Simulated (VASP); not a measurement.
# SiO3 (I4/mmm) in VASP: further runs

Runs on SiO3. Level: PBE. Tasks: single point.

Everything below comes from runs of VASP 6.6.1. Logs are shortened: lines on timing, memory, paths and dates and some standing lists are left out, and cuts for length are marked.

## Step 1: The cell of the first run

Symmetry: I4/mmm, No. 139, tetragonal system. The conventional cell has a = 2.793 Å, b = 2.793 Å, c = 8.821 Å, α = 90.00°, β = 90.00°, γ = 90.00°. Si (site symmetry 4/mmm) has 4 O at 1.97 Å within 2.6 Å. Within 2.6 Å of O (site symmetry -4m2) lie 4 O at 1.97 Å. O (site symmetry 4/mmm) has 4 Si at 1.97 Å within 2.6 Å.

## Step 2: Single point, PBE

INCAR

```
PREC = Accurate ; ENCUT = 600
EDIFF = 1E-6 ; ISMEAR = 0
SIGMA = 0.2 ; LREAL = F
LASPH = T ; NELM = 120
ALGO = Normal ; ISIF = 2
LWAVE = F ; LCHARG = F
GGA = PE ; NBANDS = 19
GGA_COMPAT = F
```

KPOINTS

```
regular mesh
0
Gamma
  7 7 7
```

POSCAR

```
SiO3
1.0
   -1.3963302045      1.3963302045      4.4103216258
    1.3963302045     -1.3963302045      4.4103216258
    1.3963302045      1.3963302045     -4.4103216258
Si O
1 3
Direct
    0.0000000000      0.0000000000      0.0000000000
    0.7500000000      0.2500000000      0.5000000000
    0.2500000000      0.7500000000      0.5000000000
    0.5000000000      0.5000000000      0.0000000000
```

Potentials or basis: VASP PAW PBE potentials, release 64 (Si, O).

Command:

```console
cat potpaw_PBE.64/Si/POTCAR potpaw_PBE.64/O/POTCAR > POTCAR
mpirun -np 1 vasp_std > vasp.out
```

OUTCAR:

```text
PREC = Accurate
   ENCUT = 600
   EDIFF = 1E-6
   ISMEAR = 0
   LREAL = F
   LASPH = T
   NELM = 120
   ISIF = 2
   GGA = PE

 ion  position               nearest neighbor table
   1  0.000  0.000  0.000-   4 1.97   4 1.97   4 1.97   4 1.97
   2  0.750  0.250  0.500-
   3  0.250  0.750  0.500-
   4  0.500  0.500  0.000-   1 1.97   1 1.97   1 1.97   1 1.97

  LATTYP: Found a body centered tetragonal cell.
 ALAT       =     2.7926604090
 C/A-ratio  =     3.1585090773

  Lattice vectors:

 A1 = (  -1.3963302045,   1.3963302045,   4.4103216258)
 A2 = (   1.3963302045,  -1.3963302045,   4.4103216258)
 A3 = (   1.3963302045,   1.3963302045,  -4.4103216258)

Analysis of symmetry for initial positions (statically):
=====================================================================
 Subroutine PRICEL returns:
 Original cell was already a primitive cell.

 Routine SETGRP: Setting up the symmetry group for a
 body centered tetragonal supercell.

 Subroutine GETGRP returns: Found 16 space group operations
 (whereof 16 operations were pure point group operations)
 out of a pool of 16 trial point group operations.

The static configuration has the point symmetry D_4h.

Analysis of symmetry for dynamics (positions and initial velocities):
=====================================================================
 Subroutine PRICEL returns:
 Original cell was already a primitive cell.

 Routine SETGRP: Setting up the symmetry group for a
 body centered tetragonal supercell.

 Subroutine GETGRP returns: Found 16 space group operations
 (whereof 16 operations were pure point group operations)
 out of a pool of 16 trial point group operations.

The dynamic configuration has the point symmetry D_4h.

 Subroutine INISYM returns: Found 16 space group operations
 (whereof 16 operations are pure point group operations),
 and found     1 'primitive' translations

----------------------------------------------------------------------------------------

                                     Primitive cell

  volume of cell :      34.3959

  direct lattice vectors                    reciprocal lattice vectors
    -1.396330204  1.396330204  4.410321626     0.000000000  0.358081490  0.113370417
     1.396330204 -1.396330204  4.410321626     0.358081490  0.000000000  0.113370417
     1.396330204  1.396330204 -4.410321626     0.358081490  0.358081490  0.000000000

  length of vectors
     4.832226497  4.832226497  4.832226497     0.375599793  0.375599793  0.506403699

  position of ions in fractional coordinates (direct lattice)
     0.000000000  0.000000000  0.000000000
     0.750000000  0.250000000  0.500000000
     0.250000000  0.750000000  0.500000000
     0.500000000  0.500000000  0.000000000

  ion indices of the primitive-cell ions
   primitive index   ion index
                 1           1
                 2           2
                 3           3
                 4           4

----------------------------------------------------------------------------------------

 KPOINTS: regular mesh

Automatic generation of k-mesh.
 Grid dimensions read from file:
 generate k-points for:    7    7    7

 Generating k-lattice:

  Cartesian coordinates                     Fractional coordinates (reciprocal lattice)
     0.000000000  0.051154499  0.016195774     0.142857143  0.000000000  0.000000000
     0.051154499  0.000000000  0.016195774     0.000000000  0.142857143  0.000000000
     0.051154499  0.051154499  0.000000000     0.000000000  0.000000000  0.142857143

  Length of vectors
     0.053657113  0.053657113  0.072343386

  Shift w.r.t. Gamma in fractional coordinates (k-lattice)
     0.000000000  0.000000000  0.000000000

 Subroutine IBZKPT returns following result:
 ===========================================

 Found     40 irreducible k-points:

 Following reciprocal coordinates:
            Coordinates               Weight
  0.000000  0.000000  0.000000      1.000000
  0.142857  0.000000 -0.000000      8.000000
  0.285714  0.000000 -0.000000      8.000000
  0.428571  0.000000 -0.000000      8.000000
  0.142857  0.142857 -0.000000      8.000000
  0.285714  0.142857 -0.000000     16.000000
[... 16 lines left out ...]
 -0.142857  0.285714  0.142857      8.000000
 -0.428571  0.428571  0.142857      8.000000
 [... further k-points ...]
   k-points           NKPTS =     40   k-points in BZ     NKDIM =     40   number of bands    NBANDS=     19
   number of dos      NEDOS =    301   number of ions     NIONS =      4
   total plane-waves  NPLWV =  64000
   dimension x,y,z NGX =    40 NGY =   40 NGZ =   40
   dimension x,y,z NGXF=    80 NGYF=   80 NGZF=   80
   ions per type =               1   3
   NGX,Y,Z   is equivalent  to a cutoff of  13.76, 13.76, 13.76 a.u.
   NGXF,Y,Z  is equivalent  to a cutoff of  27.52, 27.52, 27.52 a.u.
 SYSTEM =  unknown system
   PREC   = accura    normal or accurate (medium, high low for compatibility)
   ISTART =      0    job   : 0-new  1-cont  2-samecut
   ICHARG =      2    charge: 1-file 2-atom 10-const
   ISPIN  =      1    spin polarized calculation?
   LNONCOLLINEAR =      F non collinear calculations
   LSORBIT =      F    spin-orbit coupling
   LASPH  =      T    aspherical Exc in radial PAW
   ENCUT  =  600.0 eV  44.10 Ry    6.64 a.u.   9.65  9.65  9.65*2*pi/ulx,y,z
   NELM   =    120;   NELMIN=  2; NELMDL= -5     # of ELM steps
   EDIFF  = 0.1E-05   stopping-criterion for ELM
   LREAL  =      F    real-space projection
   EDIFFG = 0.1E-04   stopping-criterion for IOM
   NSW    =      0    number of steps for IOM
   IBRION =     -1    ionic relax: 0-MD 1-quasi-New 2-CG
   NFREE  =      0    steps in history (QN), initial steepest desc. (CG)
   ISIF   =      2    stress and relaxation
   ISYM   =      2    0-nonsym 1-usesym 2-fastsym
   POTIM  = 0.5000    time-step for ionic-motion
   TEBEG  =    0.0;   TEEND  =   0.0 temperature during run
   PSTRESS=    0.0 pullay stress
   NELECT =      22.0000    total number of electrons
   NUPDOWN=      -1.0000    fix difference up-down
   EMIN   =  10.00;   EMAX   =-10.00  energy-range for DOS
   EFERMI =   0.00;   METHOD = LEGACY
   ISMEAR =     0;   SIGMA  =   0.20  broadening in eV -4-tet -1-fermi 0-gaus
   EFERMI_NEDOS =   21; number of points for ismear=-14 and -15
   IALGO  =     38    algorithm
   IMIX   =      4    mixing-type and parameters
     AMIX     =   0.40;   BMIX     =  1.00
     AMIX_MAG =   1.60;   BMIX_MAG =  1.00
  volume/ion in A,a.u.               =       8.60        58.03
  Fermi-wavevector in a.u.,A,eV,Ry     =   1.410523  2.665502 27.069819  1.989576
  Thomas-Fermi vector in A             =   2.532468
   LORBIT       =      0    0 simple, 1 ext, 2 COOP (PROOUT), +10 PAW based schemes
   GGA     = PE    functional components
   LHFCALC =     F    Hartree Fock is set to
   AEXX    =    0.0000 exact exchange contribution
   IVDW    =     0    specifies the selected vdW correction
   LEPSILON=     F    determine dielectric tensor
   LRPA    =     F    only Hartree local field effects (RPA)
 non-spin polarized calculation
 Gauss-broadening in eV      SIGMA  =   0.20
  energy-cutoff  :      600.00
  volume of cell :       34.40
 maximum number of plane-waves:      1165
   NGX = 19   NGY = 19   NGZ = 19

 number of electron      22.0000002 magnetization

 Free energy of the ion-electron system (eV)
  ---------------------------------------------------
  ext. energy  EPLUGINS =         0.00000000
  ---------------------------------------------------
  free energy    TOTEN  =       -19.24330822 eV

  energy without entropy =      -19.22172781  energy(sigma->0) =      -19.23251802

 E-fermi :   7.1490     XC(G=0): -12.0487

 val. band max:        7.1122241147   @ k =  -0.4286  -0.4286   0.1429
 cond. band min:       7.1778891519   @ k =  -0.4286  -0.4286   0.2857
 fundamental gap:      0.0656650372
 Fermi energy:         7.1490451399

 k-point     1 :       0.0000    0.0000    0.0000
  band No.  band energies     occupation
      1     -15.2752      2.00000
      2     -13.0155      2.00000
      3      -6.9672      2.00000
      4      -1.3936      2.00000
      5       1.0979      2.00000
      6       1.0979      2.00000
[... 11 lines left out ...]
     18      19.8436      0.00000
     19      22.6139      0.00000

 k-point     2 :       0.1429    0.0000   -0.0000
  band No.  band energies     occupation
      1     -15.0307      2.00000
      2     -12.8547      2.00000
      3      -7.4542      2.00000
      4      -1.0964      2.00000
      5      -0.5038      2.00000
      6       1.1980      2.00000
[... 11 lines left out ...]
     18      20.7110      0.00000
     19      21.4788      0.00000

 k-point     3 :       0.2857    0.0000   -0.0000
  band No.  band energies     occupation
      1     -14.3866      2.00000
      2     -12.3783      2.00000
      3      -8.6933      2.00000
      4      -2.8469      2.00000
      5       0.0684      2.00000
      6       1.4543      2.00000
[... 11 lines left out ...]
     18      20.3502      0.00000
     19      22.3787      0.00000

 k-point     4 :       0.4286    0.0000   -0.0000
  band No.  band energies     occupation
      1     -13.7300      2.00000
      2     -11.5411      2.00000
      3     -10.2109      2.00000
      4      -4.2218      2.00000
      5       1.5093      2.00000
      6       1.6937      2.00000
[... 407 lines left out ...]
     18      21.8996      0.00000
     19      22.2389      0.00000

 k-point    23 :      -0.1429    0.2857    0.1429
  band No.  band energies     occupation
      1     -13.7744      2.00000
      2     -11.4591      2.00000
      3     -10.2173      2.00000
      4      -4.2014      2.00000
      5       1.0663      2.00000
      6       1.7069      2.00000
[... 11 lines left out ...]
     18      21.1269      0.00000
     19      23.7161      0.00000

 k-point    24 :      -0.4286    0.4286    0.1429
  band No.  band energies     occupation
      1     -13.1373      2.00000
      2     -11.0268      2.00000
      3     -10.0172      2.00000
      4      -3.3676      2.00000
      5      -1.1946      2.00000
      6       0.6126      2.00000
[... 11 lines left out ...]
     18      19.2606      0.00000
     19      22.2639      0.00000

 [... further k-points ...]

------------------------ aborting loop because EDIFF is reached ----------------------------------------

  FORCE on cell =-STRESS in cart. coord.  units (eV):
  Direction    XX          YY          ZZ          XY          YZ          ZX
  --------------------------------------------------------------------------------------
  -------------------------------------------------------------------------------------
  Total       -0.0189881     -0.0189881      0.0176624      0.0000000      0.0000000      0.0000000
  in kB       -0.8844742     -0.8844742      0.8227225      0.0000000      0.0000000      0.0000000
  external PRESSURE =      -0.3154087 kB  Pullay stress =       0.0000000 kB

 VOLUME and BASIS-vectors are now :
 -----------------------------------------------------------------------------
  energy-cutoff  :      600.00
  volume of cell :       34.40
      direct lattice vectors                 reciprocal lattice vectors
    -1.396330204  1.396330204  4.410321626     0.000000000  0.358081490  0.113370417
     1.396330204 -1.396330204  4.410321626     0.358081490  0.000000000  0.113370417
     1.396330204  1.396330204 -4.410321626     0.358081490  0.358081490  0.000000000

 POSITION                                       TOTAL-FORCE (eV/Angst)
 -----------------------------------------------------------------------------------
      0.00000      0.00000      0.00000         0.000000      0.000000     -0.000000
      0.00000      1.39633      2.20516        -0.000000     -0.000000      0.000000
      1.39633      0.00000      2.20516        -0.000000      0.000000     -0.000000
      0.00000      0.00000      4.41032         0.000000      0.000000     -0.000000
 -----------------------------------------------------------------------------------
    total drift:                                0.000000     -0.000000      0.000000

  FREE ENERGIE OF THE ION-ELECTRON SYSTEM (eV)
  ---------------------------------------------------
  free  energy   TOTEN  =       -19.2433082192 eV

  energy  without entropy=      -19.2217278122  energy(sigma->0) =      -19.23251802
```

It took 31 s on 1 thread of Intel Xeon 6975P-C (Granite Rapids), shared host; peak memory 0.22 GiB.

What came out:

```
Free energy            : -19.2433 eV
Pressure               : 0.0 GPa
Band gap on the k mesh : zero (band 11 reaches 7.43 eV, above the bottom of band 12 at 5.97 eV)
```

Levels at points of the mesh, in eV from the Fermi level:
| k point | band 7 | band 8 | band 9 | band 10 | band 11 | band 12 | band 13 | band 14 | band 15 | band 16 |
| --- | --- | --- | --- | --- | --- | --- | --- | --- | --- | --- |
| (0.00, 0.00, 0.00) | -4.76 | -4.76 | -3.34 | -1.85 | -0.80 | 1.91 | 1.91 | 5.68 | 6.70 | 10.85 |

Caveat: the k points lie up to 0.45 Å⁻¹ apart.

## Step 3: Single point, PBE

This run uses another cell than the first one, of 9.15 Å³/atom, 1.064 times its volume.

INCAR

```
SYSTEM = SiO3
  ALGO = Normal
  EDIFF = 1E-6
  ENCUT = 600
  GGA = PE
  GGA_COMPAT = .False.
  ISIF = 2
  ISMEAR = 0
  LASPH = .True.
  LCHARG = .True.
  LELF = .True.
  LREAL = .False.
  LVHAR = .True.
  LWAVE = .False.
  NBANDS = 19
  NELM = 120
  PREC = Accurate
  SIGMA = 0.2
```

KPOINTS

```
k-points
0
Gamma
  7 7 7
  0 0 0
```

POSCAR

```
SiO3
1.0
   -2.3364121167      2.3364121167      1.6753778881
    2.3364121167     -2.3364121167      1.6753778881
    2.3364121167      2.3364121167     -1.6753778881
Si O
1 3
Direct
    0.5000000000      0.5000000000      0.0000000000
    0.5000000000      0.0000000000      0.5000000000
    0.0000000000      0.5000000000      0.5000000000
    0.0000000000      0.0000000000      0.0000000000
```

Potentials or basis: VASP PAW PBE potentials, release 64 (Si, O).

Command:

```console
cat potpaw_PBE.64/Si/POTCAR potpaw_PBE.64/O/POTCAR > POTCAR
mpirun -np 1 vasp_std > vasp.out
```

Wall time 19 s (1 thread of Intel Xeon 6975P-C (Granite Rapids), shared host); peak memory 0.17 GiB.

Results (log left out):

```yaml
Free_energy: -20.6633 eV
Pressure: -0.1 GPa
Band_gap_on_the_k_mesh: zero (band 11 reaches 6.35 eV, above the bottom of band 12 at 5.68 eV)
```

Stress tensor (GPa, compression positive):
```
-0.29  0.00  0.00
 0.00 -0.29  0.00
 0.00  0.00  0.39
```

Levels at points of the mesh, in eV from the Fermi level:
| k point | band 7 | band 8 | band 9 | band 10 | band 11 | band 12 | band 13 | band 14 | band 15 | band 16 |
| --- | --- | --- | --- | --- | --- | --- | --- | --- | --- | --- |
| (0.00, 0.00, 0.00) | -6.41 | -2.67 | -2.67 | -2.14 | -0.37 | -0.37 | 5.81 | 6.54 | 8.01 | 8.01 |
